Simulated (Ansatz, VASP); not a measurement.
**Two plane-wave programs on LiCl**

```
Li Cl
1.0
     0.00000    2.62888    2.50064
     2.62888    0.00000    2.50064
     2.62888    2.62888    0.00000
Li Cl
1 1
Direct
  0.00000 0.00000 0.00000
  0.50000 0.50000 0.50000
```

Change from the starting cell: strain +0.025 along x and y, -0.025 along z, atoms carried along.

Alike in both runs: task single point; functional PBEsol; k mesh 8 × 8 × 8; occupations gaussian, width 0.05 eV; no spin polarisation.

|  | VASP | Ansatz |
| --- | --- | --- |
| version | VASP 6.6.1 | Ansatz 0.2.0 |
| potentials or method | VASP PAW PBE potentials, release 64 (Li_sv, Cl), cutoff 520 eV | scalar-relativistic, plane waves, PAW |
| valence electrons in the cell | 10 | 10 |

Ansatz gave:

| Quantity | Value |
| --- | --- |
| gap on the k mesh at the Fermi level (eV) | 5.95 |
| least direct gap on the mesh (eV) | 5.95 |

Question: Which values does VASP return?

Answer: gap on the k mesh at the Fermi level (eV): 5.96; least direct gap on the mesh (eV): 5.96.

VASP's potentials were made for PBE, not for PBEsol.

Noted on VASP's run: the cutoff is short for stress, so the pressure is rough.
